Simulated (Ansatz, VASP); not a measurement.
**Two plane-wave programs on Hf2ZrGe3**

Contents of INCAR:

```
SYSTEM = Hf2ZrGe3
PREC = Accurate
ENCUT = 520
EDIFF = 1E-7
ISMEAR = 0
SIGMA = 0.2
LREAL = .False.
LASPH = .True.
NELM = 80
ALGO = Normal
ISIF = 2
LWAVE = .False.
LCHARG = .False.
GGA = PE
NBANDS = 86
```

KPOINTS

```
regular mesh
0
Gamma
  6 4 4
  0 0 0
```

The input POSCAR:

```
Hf2ZrGe3
1.0
    0.0000000000      0.0000000000     -3.8877801241
    5.6827692667     -5.0629925960      0.0000000000
   -5.6827692667     -5.0629925960      0.0000000000
Zr Hf Ge
2 4 6
Direct
    0.7500000000      0.1423755891      0.1423755891
    0.2500000000      0.8576244109      0.8576244109
    0.2500000000      0.5245696604      0.1914838802
    0.7500000000      0.8085161198      0.4754303396
    0.7500000000      0.4754303396      0.8085161198
    0.2500000000      0.1914838802      0.5245696604
    0.7500000000      0.7425492548      0.0781749914
    0.2500000000      0.9218250086      0.2574507452
    0.2500000000      0.5895251894      0.5895251894
    0.7500000000      0.4104748106      0.4104748106
    0.2500000000      0.2574507452      0.9218250086
    0.7500000000      0.0781749914      0.7425492548
```

Input for Ansatz:

```yaml
crystal:
  lattice:
    - [0.0, 0.0, -3.8877801241]
    - [5.6827692667, -5.062992596, 0.0]
    - [-5.6827692667, -5.062992596, 0.0]
  atoms:
    - { symbol: Zr, position: [0.75, 0.1423755891, 0.1423755891] }
    - { symbol: Zr, position: [0.25, 0.8576244109, 0.8576244109] }
    - { symbol: Hf, position: [0.25, 0.5245696604, 0.1914838802] }
    - { symbol: Hf, position: [0.75, 0.8085161198, 0.4754303396] }
    - { symbol: Hf, position: [0.75, 0.4754303396, 0.8085161198] }
    - { symbol: Hf, position: [0.25, 0.1914838802, 0.5245696604] }
    - { symbol: Ge, position: [0.75, 0.7425492548, 0.0781749914] }
    - { symbol: Ge, position: [0.25, 0.9218250086, 0.2574507452] }
    - { symbol: Ge, position: [0.25, 0.5895251894, 0.5895251894] }
    - { symbol: Ge, position: [0.75, 0.4104748106, 0.4104748106] }
    - { symbol: Ge, position: [0.25, 0.2574507452, 0.9218250086] }
    - { symbol: Ge, position: [0.75, 0.0781749914, 0.7425492548] }
basis:
  ecutwfc: 420
kpoints:
  mp_grid: { grid: [6, 4, 4] }
hamiltonian:
  xc: pbe
scf:
  occupations: { method: gaussian, width: 0.2 }
  lower_state_search: "off"
output:
  forces: true
  stress: true
  eigenvalues: true
```

Alike in both runs: task single point; functional PBE; k mesh 6 × 4 × 4; occupations gaussian, width 0.2 eV; no spin polarisation.

|  | VASP | Ansatz |
| --- | --- | --- |
| version | VASP 6.6.1 | Ansatz 0.2.0 |
| potentials or method | VASP PAW PBE potentials, release 64 (Zr_sv, Hf_pv, Ge_d), cutoff 520 eV | scalar-relativistic, plane waves, PAW |
| valence electrons in the cell | 148 | 212 |

VASP gave:

```
gap on the k mesh at the Fermi level (eV)                     : none
pressure (GPa)                                                : -0.1
traceless stress, the component that is largest in VASP (GPa) : -0.22
rms of the force components (eV/Å)                            : 0.011
```

**Question.** Which values does Ansatz return?

**Answer.** gap on the k mesh at the Fermi level (eV): none; pressure (GPa): 0.1; traceless stress, the component that is largest in VASP (GPa): -0.22; rms of the force components (eV/Å): 0.008.

Atom by atom the forces differ by 0.011 eV/Å (rms over components). A gap of «none» marks a metal or a gap that the smearing closes. VASP's potentials hold 148 valence electrons a cell and Ansatz's 212, so a difference there can come from the potentials and not from the codes.

Spin-orbit coupling is off throughout.
